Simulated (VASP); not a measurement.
Br: single point with PBEsol

Crystal: Br.

```
CELL_PARAMETERS angstrom
3.75461 0.00000 0.00000
-1.87730 3.25158 0.00000
0.00000 0.00000 2.54065
ATOMIC_POSITIONS crystal
Br 0.00000 0.00000 0.00000
```

```json
{"Program": "VASP 6.6.1", "Task": "single point", "Functional": "PBEsol", "Potentials or basis": "VASP PAW PBE potentials, release 64 (Br)", "Cutoff": "520 eV", "k mesh": "21 × 21 × 18", "Occupations": "gaussian, width 0.1 eV", "Spin": "no spin polarisation", "Dipole correction": "no", "Further INCAR settings": "ALGO = Normal; EDIFF = 1e-06; NBANDS = 10"}
```

The pressure is 0.0 GPa.

Levels at points of the mesh, in eV from the Fermi level:
```
           k point  band 1  band 2  band 3  band 4  band 5  band 6  band 7  band 8
(0.00, 0.00, 0.00)  -16.06   -1.75   -1.75    4.04    5.03   10.12   10.12   12.62
(0.00, 0.00, 0.50)  -12.94   -6.53    0.51    0.51   10.32   10.90   11.00   11.00
```

Wall time 93 s on 1 thread of Intel(R) Xeon(R) Platinum 8259CL CPU @ 2.50GHz (Skylake/Cascade Lake), on a shared host, peak memory 0.24 GiB.

Caveat: the PAW data sets were made with another functional, which shifts forces and pressure a little; an odd number of electrons without spin polarisation forces a metal; a magnetic or distorted state may lie lower.
